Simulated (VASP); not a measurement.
The system is Ba2Be.

```
CELL_PARAMETERS angstrom
4.30686 0.00000 0.00000
-2.15343 3.72985 0.00000
0.00000 0.00000 4.83015
ATOMIC_POSITIONS crystal
Ba 0.33333 0.66667 0.50000
Ba 0.66667 0.33333 0.50000
Be 0.00000 0.00000 0.00000
```

The cell was generated, and may not be a known phase.

- Program: VASP 6.6.1
- Task: relaxation of cell and atoms
- Functional: PBE
- Potentials or basis: VASP PAW PBE potentials, release 64 (Ba_sv, Be)
- Cutoff: 600 eV
- k mesh: 6 × 6 × 4
- Occupations: gaussian, width 0.1 eV
- Spin: no spin polarisation

At the start: pressure 48.8 GPa; volume 25.86 Å³/atom.

Question: Where does the relaxation end?

Answer: Over 12 steps the energy falls by 2738.6 meV/atom and the volume is 36.54 Å³/atom (+41.3 %); space group P6/mmm (No. 191, to 0.1 Å) before and after.

The path:
| step | energy change (eV) | largest force (eV/Å) | pressure (GPa) | volume (Å³) |
| --- | --- | --- | --- | --- |
| 1 | 0.0000 | 0.0000 | 48.85 | 77.59 |
| 2 | 0.2070 | 0.0000 | -0.41 | 186.39 |
| 3 | -6.9933 | 0.0000 | -2.77 | 192.36 |
| 4 | -7.0411 | 0.0000 | -2.79 | 188.94 |
| 5 | -7.5761 | 0.0000 | -2.88 | 160.34 |
| 6 | -7.9266 | 0.0000 | 4.03 | 91.67 |
| 7 | -8.1514 | 0.0000 | -1.34 | 121.12 |
| 8 | -8.1843 | 0.0000 | -0.50 | 113.34 |
| 9 | -8.1849 | 0.0000 | -0.29 | 111.69 |
| 10 | -8.2138 | 0.0000 | 0.24 | 108.40 |
| 11 | -8.2139 | 0.0000 | 0.28 | 108.17 |
| 12 | -8.2159 | 0.0000 | 0.05 | 109.61 |

Final structure:
```
Ba Be
1.0
     5.89575    0.00000    0.00000
    -2.94787    5.10587    0.00000
     0.00000    0.00000    3.64118
Ba Be
2 1
Direct
  0.33333 0.66667 0.50000
  0.66667 0.33333 0.50000
  0.00000 0.00000 0.00000
```

Caveat: the volume moved by over 15 % at a fixed basis, so the end points are rough.
